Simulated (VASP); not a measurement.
# Ta: relaxation of cell and atoms with PBE

Ta:

```
CELL_PARAMETERS angstrom
2.90217 0.00000 0.00000
-1.45108 2.51335 0.00000
0.00000 0.00000 5.13824
ATOMIC_POSITIONS crystal
Ta 0.33333 0.66667 0.25000
Ta 0.66667 0.33333 0.75000
```

```
Program                : VASP 6.6.1
Task                   : relaxation of cell and atoms
Functional             : PBE
Potentials or basis    : VASP PAW PBE potentials, release 64 (Ta_pv)
Cutoff                 : 600 eV
k mesh                 : 16 × 16 × 9
Occupations            : fermi-dirac, width 0.05 eV
Spin                   : no spin polarisation
Dipole correction      : no
Further INCAR settings : ALGO = Normal; EDIFF = 1e-06; IBRION = 2; EDIFFG = -0.005; NSW = 45; ISIF = 3
```

The relaxed volume is 18.75 Å³/atom. The relaxed cell is a = 2.903 Å, b = 2.903 Å, c = 5.139 Å, α = 90.00°, β = 90.00°, γ = 120.00°. The space group after relaxing (to 0.05 Å) is P6_3/mmc (No. 194), the energy gained by relaxing is 0.0 meV/atom and the ionic steps are 4. The pressure after relaxing is 0.0 GPa and the band gap on the k mesh is zero (band 11 reaches 6.79 eV, above the bottom of band 12 at 4.96 eV).

Final structure:
```cif
data_structure
_symmetry_space_group_name_H-M 'P 1'
_symmetry_Int_Tables_number 1
_cell_length_a 2.9026
_cell_length_b 2.9026
_cell_length_c 5.1391
_cell_angle_alpha 90.000
_cell_angle_beta 90.000
_cell_angle_gamma 120.000
_cell_volume 37.50
loop_
_atom_site_label
_atom_site_type_symbol
_atom_site_fract_x
_atom_site_fract_y
_atom_site_fract_z
_atom_site_occupancy
Ta1 Ta 0.33333 0.66667 0.25000 1
Ta2 Ta 0.66667 0.33333 0.75000 1
```

Levels at points of the mesh, in eV from the Fermi level:
| k point | band 9 | band 10 | band 11 | band 12 | band 13 | band 14 |
| --- | --- | --- | --- | --- | --- | --- |
| (0.00, 0.00, 0.00) | -0.49 | -0.06 | 0.60 | 0.60 | 1.18 | 1.18 |
| (0.50, 0.00, 0.00) | -3.31 | -0.48 | -0.32 | 0.54 | 0.83 | 5.58 |

It took 65 s on 1 thread of AMD EPYC 9R45 96-Core Processor (Zen 5), with other jobs on the host, peak memory 0.2 GiB.

Caveat: spin-orbit coupling is left out, which moves the levels of the heavy elements.
